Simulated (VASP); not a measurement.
Ge: single point with LDA

Ge:

```xyz
4
Lattice="3.9618 0.0000 0.0000 -1.9809 3.4310 0.0000 0.0000 0.0000 6.5239" Properties=species:S:1:pos:R:3 pbc="T T T"
Ge    0.0000    2.2873    6.1145
Ge    1.9809    1.1437    2.8525
Ge    0.0000    2.2873    3.6714
Ge    1.9809    1.1437    0.4094
```

```yaml
Program: VASP 6.6.1
Task: single point
Functional: LDA
Potentials_or_basis: VASP PAW LDA potentials, release 64 (Ge_d)
Cutoff: 520 eV
k_mesh: 8 × 8 × 4
Occupations: fermi-dirac, width 0.05 eV
Spin: no spin polarisation
Dipole_correction: no
Further_INCAR_settings: ALGO = Normal; EDIFF = 1e-06; NBANDS = 36
```

* Pressure: 0.2 GPa
* Band gap on the k mesh: zero (band 28 reaches 5.09 eV, above the bottom of band 29 at 5.05 eV)

Levels at points of the mesh, in eV from the Fermi level:
| k point | band 26 | band 27 | band 28 | band 29 | band 30 | band 31 |
| --- | --- | --- | --- | --- | --- | --- |
| (0.00, 0.00, 0.00) | -0.18 | -0.17 | 0.08 | 0.09 | 0.09 | 2.20 |
| (0.50, 0.00, 0.00) | -3.20 | -2.96 | -1.52 | 0.38 | 1.63 | 3.47 |
| (0.00, 0.00, 0.50) | -0.92 | -0.92 | -0.92 | 0.63 | 0.63 | 3.33 |
| (0.50, 0.00, 0.50) | -2.64 | -2.52 | -2.52 | 0.44 | 0.44 | 2.02 |

It took 2.2 min on 1 thread of Intel Xeon 6975P-C (shared host), peak memory 0.2 GiB.
